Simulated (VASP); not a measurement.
Write the native input for VASP 6.6.1 that does the following.

* Task: single point
* Functional: PBEsol
* Potentials or basis: VASP PAW PBE potentials, release 64 (Eu, O)
* Cutoff: 600 eV
* k mesh: 7 × 7 × 7
* Occupations: methfessel-paxton, width 0.05 eV
* Spin: collinear spin, ferromagnetic start
* Starting moments: [7.0, 0.0] μB
* Hubbard terms: Eu f U = 4.0 eV
* Dipole correction: no
* Further INCAR settings: ALGO = Normal; EDIFF = 1e-06; NBANDS = 22

The structure of EuO lies in POSCAR:

```
EuO
1.0
    0.0000000000      2.5719500000      2.5719500000
    2.5719500000      0.0000000000      2.5719500000
    2.5719500000      2.5719500000      0.0000000000
Eu O
1 1
Direct
    0.0000000000      0.0000000000      0.0000000000
    0.5000000000      0.5000000000      0.5000000000
```

The input as run:

INCAR

```
SYSTEM = EuO
  ALGO = Normal
  EDIFF = 1E-6
  ENCUT = 600
  GGA = PS
  GGA_COMPAT = .False.
  ISIF = 2
  ISMEAR = 1
  ISPIN = 2
  LASPH = .True.
  LCHARG = .False.
  LDAU = .True.
  LDAUJ = 0 0
  LDAUL = 3 -1
  LDAUPRINT = 1
  LDAUTYPE = 2
  LDAUU = 4 0
  LMAXMIX = 6
  LORBIT = 11
  LREAL = .False.
  LWAVE = .False.
  MAGMOM = 7 0
  NBANDS = 22
  NELM = 200
  PREC = Accurate
  SIGMA = 0.05
```

KPOINTS

```
k-points
0
Gamma
  7 7 7
  0 0 0
```

Potentials or basis: VASP PAW PBE potentials, release 64 (Eu, O).

Launch:

```sh
$ cat potpaw_PBE.64/Eu/POTCAR potpaw_PBE.64/O/POTCAR > POTCAR
$ mpirun -np 1 vasp_std > vasp.out
```

Results of the run:

* Pressure: -5.5 GPa
* Band gap on the k mesh: zero (filled and empty bands overlap)
* Net moment: 7.00 μB per cell
* Site moments: Eu +6.70; O -0.10 μB
* Valence electrons inside the program's atomic spheres: Eu 14.86; O 4.93

Caveat: the PAW data sets were made with another functional, which shifts forces and pressure a little; spin-orbit coupling is left out, which moves the levels of the heavy elements; a cell with one magnetic atom can't hold antiferromagnetic order, which such compounds often take.

Wall time 96 s on 1 thread of Intel(R) Xeon(R) Platinum 8175M CPU @ 2.50GHz (Skylake/Cascade Lake), with other jobs on the host, peak memory 0.21 GiB.
